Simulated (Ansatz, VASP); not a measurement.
# YN: VASP beside Ansatz

The input POSCAR:

```
YN
1.0
    0.0000000000      2.4480479766      2.4480479766
    2.4480479766      0.0000000000      2.4480479766
    2.4480479766      2.4480479766      0.0000000000
Y N
1 1
Direct
    0.0000000000      0.0000000000      0.0000000000
    0.5000000000      0.5000000000      0.5000000000
```

File INCAR.step1:

```
PREC     = Accurate       # precision mode
ENCUT    = 660            # plane-wave cutoff, eV
ISMEAR   = 0              # smearing method
SIGMA    = 0.01           # smearing width, eV
LREAL    = False          # projectors in reciprocal space
LASPH    = True           # aspherical terms in the spheres
NELM     = 120            # most SCF steps
NBANDS   = 15             # bands
GGA      = PE             # functional
ALGO     = Normal         # electronic algorithm
EDIFF    = 1E-5           # SCF threshold, eV
LWAVE    = True           # write WAVECAR
LCHARG   = False          # write CHGCAR
GGA_COMPAT= False
```

File INCAR.step2:

```
PREC     = Accurate       # precision mode
ENCUT    = 660            # plane-wave cutoff, eV
EDIFF    = 1E-6           # SCF threshold, eV
ISMEAR   = 0              # smearing method
SIGMA    = 0.01           # smearing width, eV
LREAL    = False          # projectors in reciprocal space
LASPH    = True           # aspherical terms in the spheres
NELM     = 120            # most SCF steps
ALGO     = Normal         # electronic algorithm
ISIF     = 2              # what is computed and relaxed
LWAVE    = False          # write WAVECAR
LCHARG   = False          # write CHGCAR
METAGGA  = R2SCAN         # meta-GGA
LMIXTAU  = True         
NBANDS   = 15             # bands
ISTART   = 1            
GGA_COMPAT= False
```

Contents of KPOINTS:

```
Automatic mesh
0
Gamma
  8 8 8
```

Input for Ansatz:

```yaml
crystal:
  lattice:
    - [0.0, 2.4480479766, 2.4480479766]
    - [2.4480479766, 0.0, 2.4480479766]
    - [2.4480479766, 2.4480479766, 0.0]
  atoms:
    - { symbol: "Y", position: [0.0, 0.0, 0.0] }
    - { symbol: "N", position: [0.5, 0.5, 0.5] }
kpoints:
  mp_grid: { grid: [8, 8, 8] }
hamiltonian:
  xc: r2scan
scf:
  occupations: { method: fixed }
  n_extra_bands: 4
output:
  forces: true
  stress: true
  eigenvalues: true
```

Alike in both runs: task single point; functional r2SCAN; k mesh 8 × 8 × 8; no spin polarisation.

|  | VASP | Ansatz |
| --- | --- | --- |
| version | VASP 6.6.1 | Ansatz 0.2.0 |
| potentials or method | VASP PAW PBE potentials, release 64 (Y_sv, N) | plane waves, PAW |
| plane-wave cutoff (eV) | 660 | 500 |
| occupations | gaussian, width 0.01 eV | fixed |
| valence electrons in the cell | 16 | 16 |

```tsv
	VASP	Ansatz	Ansatz less VASP
gap on the k mesh at the Fermi level (eV)	0.60	0.58	-0.015
pressure (GPa)	0.2	0.0	-0.18
```

VASP's potentials were made for PBE, not for r2SCAN.
